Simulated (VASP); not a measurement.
# AlN (P6_3mc) in VASP: a series of runs, part 2 of 2

VASP 6.6.1.

## 3. Vibrations by perturbation theory, LDA

This run uses another cell than the first one, of 9.77 Å³/atom, 1.020 times its volume.

Input file INCAR:

```
ALGO = Normal
EDIFF = 1E-8
ENCUT = 520
IBRION = 8
ISIF = 2
ISMEAR = 0
LASPH = True
LCHARG = False
LREAL = False
LWAVE = False
NBANDS = 16
NELM = 80
NSW = 1
PREC = Accurate
SIGMA = 0.01
```

Input file KPOINTS:

```
k-points
0
Gamma
  8 8 4
```

Input file POSCAR:

```
AlN
1.0
    3.0475796681      0.0000000000      0.0000000000
   -1.5237898340      2.6392814126      0.0000000000
    0.0000000000      0.0000000000      4.8599978599
Al N
2 2
Direct
    0.3333333333      0.6666666667     -0.0015114335
    0.6666666667      0.3333333333      0.4984885665
    0.3333333333      0.6666666667      0.3815114335
    0.6666666667      0.3333333333      0.8815114335
```

Potentials or basis: VASP PAW LDA potentials, release 64 (Al, N).

Command:

```
> cat potpaw_LDA.64/Al/POTCAR potpaw_LDA.64/N/POTCAR > POTCAR
> mpirun -np 1 vasp_std > vasp.out
```

OUTCAR:

```text
EDIFF = 1E-8
   ENCUT = 520
   IBRION = 8
   ISIF = 2
   ISMEAR = 0
   LASPH = True
   LREAL = False
   NELM = 80
   NSW = 1
   PREC = Accurate

 ion  position               nearest neighbor table
   1  0.333  0.667  0.998-   4 1.85   4 1.85   4 1.85   3 1.86   2 3.00   2 3.00   2 3.00   2 3.00
                             2 3.00   2 3.00
   2  0.667  0.333  0.498-   3 1.85   3 1.85   3 1.85   4 1.86   1 3.00   1 3.00   1 3.00   1 3.00
                             1 3.00   1 3.00
   3  0.333  0.667  0.382-   2 1.85   2 1.85   2 1.85   1 1.86
   4  0.667  0.333  0.882-   1 1.85   1 1.85   1 1.85   2 1.86

  LATTYP: Found a hexagonal cell.
 ALAT       =     3.0475796681
 C/A-ratio  =     1.5947074036

  Lattice vectors:

 A1 = (   3.0475796681,   0.0000000000,   0.0000000000)
 A2 = (  -1.5237898340,   2.6392814126,   0.0000000000)
 A3 = (   0.0000000000,   0.0000000000,   4.8599978599)

Analysis of symmetry for initial positions (statically):
=====================================================================
 Subroutine PRICEL returns:
 Original cell was already a primitive cell.

 Routine SETGRP: Setting up the symmetry group for a
 hexagonal supercell.

 Subroutine GETGRP returns: Found 12 space group operations
 (whereof  6 operations were pure point group operations)
 out of a pool of 24 trial point group operations.

The static configuration has the point symmetry C_3v.
 The point group associated with its full space group is C_6v.

Analysis of symmetry for dynamics (positions and initial velocities):
=====================================================================
 Subroutine PRICEL returns:
 Original cell was already a primitive cell.

 Routine SETGRP: Setting up the symmetry group for a
 hexagonal supercell.

 Subroutine GETGRP returns: Found 12 space group operations
 (whereof  6 operations were pure point group operations)
 out of a pool of 24 trial point group operations.

The dynamic configuration has the point symmetry C_3v.
 The point group associated with its full space group is C_6v.

 Subroutine INISYM returns: Found 12 space group operations
 (whereof  6 operations are pure point group operations),
 and found     1 'primitive' translations

----------------------------------------------------------------------------------------

                                     Primitive cell

  volume of cell :      39.0910

[... 616 lines left out ...]
  external PRESSURE =     108.1042270 kB  Pullay stress =       0.0000000 kB

 VOLUME and BASIS-vectors are now :
 -----------------------------------------------------------------------------
  energy-cutoff  :      520.00
  volume of cell :       39.09
      direct lattice vectors                 reciprocal lattice vectors
     3.047579668  0.000000000  0.000000000     0.328129240  0.189445505  0.000000000
    -1.523789834  2.639281413  0.000000000     0.000000000  0.378891010  0.000000000
     0.000000000  0.000000000  4.859997860     0.000000000  0.000000000  0.205761407

 POSITION                                       TOTAL-FORCE (eV/Angst)
 -----------------------------------------------------------------------------------
     -0.00000      1.75952      4.85265        -0.000000      0.000000     -0.000841
      1.52379      0.87976      2.42265         0.000000     -0.000000     -0.000841
     -0.00000      1.75952      1.85414        -0.000000     -0.000000      0.000841
      1.52379      0.87976      4.28414         0.000000      0.000000      0.000841
 -----------------------------------------------------------------------------------
    total drift:                               -0.000000     -0.000000     -0.000021

  FREE ENERGIE OF THE ION-ELECTRON SYSTEM (eV)
  ---------------------------------------------------
  free  energy   TOTEN  =       -32.7793604258 eV

  energy  without entropy=      -32.7793604258  energy(sigma->0) =      -32.77936043

[... ionic steps 2 to 9 ...]

--------------------------------------- Ionic step       10  -------------------------------------------

------------------------ aborting loop because EDIFF is reached ----------------------------------------

[... ionic steps 11 to 11 ...]

--------------------------------------- Ionic step       12  -------------------------------------------

 Free energy of the ion-electron system (eV)
  ---------------------------------------------------
  ---------------------------------------------------
  free energy    TOTEN  =        -0.25234673 eV

  energy without entropy =       -0.25234673

------------------------ aborting loop because EDIFF is reached ----------------------------------------

 INTERNAL STRAIN TENSOR  FOR ION    3  DIRECTION 3   (eV/Angst):
 -----------------------------------------------------------------------------
     7.37703  0.00000 -0.00000
     0.00000  7.37703  0.00000
    -0.00000 -0.00000-16.48311

 INTERNAL STRAIN TENSOR FOR ION    4 for displacements in x,y,z  (eV/Angst):
          X           Y           Z          XY          YZ          ZX
  --------------------------------------------------------------------------------
  x     0.00000    -0.00000     0.00000    13.64394     0.00000     6.99485
  y    13.64394   -13.64394    -0.00000    -0.00000     6.99115     0.00000
  z     7.37703     7.37703   -16.48311     0.00000    -0.00000    -0.00000

 SECOND DERIVATIVES (NOT SYMMETRIZED)
 ------------------------------------
               1X          1Y          1Z          2X          2Y          2Z          3X          3Y          3Z          4X          4Y          4Z
  1X   -18.800953   -0.000000    0.000000    0.740619    0.000000   -0.000000    1.383440    0.000000    0.000000   16.676895    0.000000   -0.000000
  1Y    -0.000000  -18.800953    0.000000    0.000000    0.740619    0.000000    0.000000    1.383440    0.000000    0.000000   16.676895    0.000000
  1Z     0.000000   -0.000000  -24.041147   -0.000000    0.000000    9.088894    0.000000   -0.000000    8.333932   -0.000000    0.000000    6.618321
  2X     0.740619    0.000000    0.000000  -18.800953   -0.000000    0.000000   16.676895    0.000000    0.000000    1.383440    0.000000    0.000000
  2Y     0.000000    0.740619   -0.000000   -0.000000  -18.800953   -0.000000    0.000000   16.676895   -0.000000    0.000000    1.383440    0.000000
  2Z     0.000000    0.000000    9.088894   -0.000000    0.000000  -24.041147    0.000000    0.000000    6.618321   -0.000000    0.000000    8.333932
  3X     1.383147    0.000000    0.000000   16.676886    0.000000   -0.000000  -18.912086   -0.000000    0.000000    0.852052    0.000000   -0.000000
  3Y     0.000000    1.383147    0.000000    0.000000   16.676886    0.000000   -0.000000  -18.912086   -0.000000    0.000000    0.852052    0.000000
  3Z     0.000000   -0.000000    8.288641   -0.000000    0.000000    6.661891    0.000000    0.000000  -22.767137    0.000000    0.000000    7.816605
  4X    16.676886    0.000000    0.000000    1.383147    0.000000    0.000000    0.852052    0.000000    0.000000  -18.912086   -0.000000    0.000000
  4Y     0.000000   16.676886   -0.000000    0.000000    1.383147   -0.000000    0.000000    0.852052   -0.000000   -0.000000  -18.912086    0.000000
  4Z     0.000000   -0.000000    6.661891   -0.000000    0.000000    8.288641    0.000000   -0.000000    7.816605   -0.000000    0.000000  -22.767137

 Eigenvectors and eigenvalues of the dynamical matrix
 ----------------------------------------------------

   1 f  =   23.146079 THz   145.431102 2PiTHz  772.070082 cm-1    95.724447 meV
             X         Y         Z           dx          dy          dz
     -0.000000  1.759521  4.852652     0.000000    0.000000   -0.062810
      1.523790  0.879760  2.422653     0.000000    0.000000    0.062810
     -0.000000  1.759521  1.854145    -0.000000   -0.000000    0.704312
      1.523790  0.879760  4.284144    -0.000000   -0.000000   -0.704312
[... 71 lines left out ...]
  12 f/i=    0.000544 THz     0.003415 2PiTHz    0.018131 cm-1     0.002248 meV
             X         Y         Z           dx          dy          dz
     -0.000000  1.759521  4.852652    -0.000000    0.000000    0.573732
      1.523790  0.879760  2.422653    -0.000000    0.000000    0.573732
     -0.000000  1.759521  1.854145    -0.000000    0.000000    0.413318
      1.523790  0.879760  4.284144    -0.000000    0.000000    0.413318

--------------------------------------------------------------------------------------------------------

 ELASTIC MODULI CONTR FROM IONIC RELAXATION (kBar)
 Direction    XX          YY          ZZ          XY          YZ          ZX
 --------------------------------------------------------------------------------
 XX       -1081.0667    483.3554    667.7939     -0.0000     -0.0000     -0.0000
 YY         483.3554  -1081.0667    667.7939     -0.0000      0.0000      0.0000
 ZZ         667.7939    667.7939  -1492.1876      0.0000     -0.0000      0.0000
 XY          -0.0000     -0.0000      0.0000   -782.2110     -0.0000     -0.0000
 YZ          -0.0000      0.0000     -0.0000     -0.0000   -205.7816     -0.0000
 ZX          -0.0000      0.0000      0.0000      0.0000     -0.0000   -217.6594
 --------------------------------------------------------------------------------
```

OSZICAR:

```text
N       E                     dE             d eps       ncg     rms          rms(c)
DAV:   1     0.378288857462E+02    0.37829E+02   -0.75308E+03   960   0.906E+02
DAV:   2    -0.351579230364E+02   -0.72987E+02   -0.67514E+02  1376   0.182E+02
DAV:   3    -0.381182141585E+02   -0.29603E+01   -0.29537E+01  1136   0.371E+01
[... 64 lines left out ...]
RMM:   7    -0.252347810173E+00   -0.30022E-06   -0.18559E-06  1936   0.192E-03    0.477E-04
RMM:   8    -0.252345513821E+00    0.22964E-05    0.45938E-07  1975   0.483E-04    0.249E-04
RMM:   9    -0.252346693948E+00   -0.11801E-05   -0.28726E-07  2003   0.157E-04    0.228E-05
RMM:  10    -0.252346721056E+00   -0.27108E-07   -0.71564E-09  2069   0.193E-05    0.131E-05
RMM:  11    -0.252346730543E+00   -0.94869E-08    0.40387E-09  2025   0.718E-06    0.307E-06
 Linear response finished
```

Run time: 69 s. Hardware: 1 thread of Intel Xeon 6975P-C (Granite Rapids), shared host; peak memory 0.3 GiB.

Results:

```yaml
Highest_phonon_frequency_at_Γ_LO-TO_splitting_left_out: 772 cm⁻¹
```

Phonon frequencies in cm⁻¹ (negative: imaginary):
```tsv
q point	frequencies
(0.000, 0.000, 0.000)	0 0 0 239 239 576 664 724 724 730 730 772
```

Caveat: the cell wasn't relaxed at this level first, which shifts response properties.
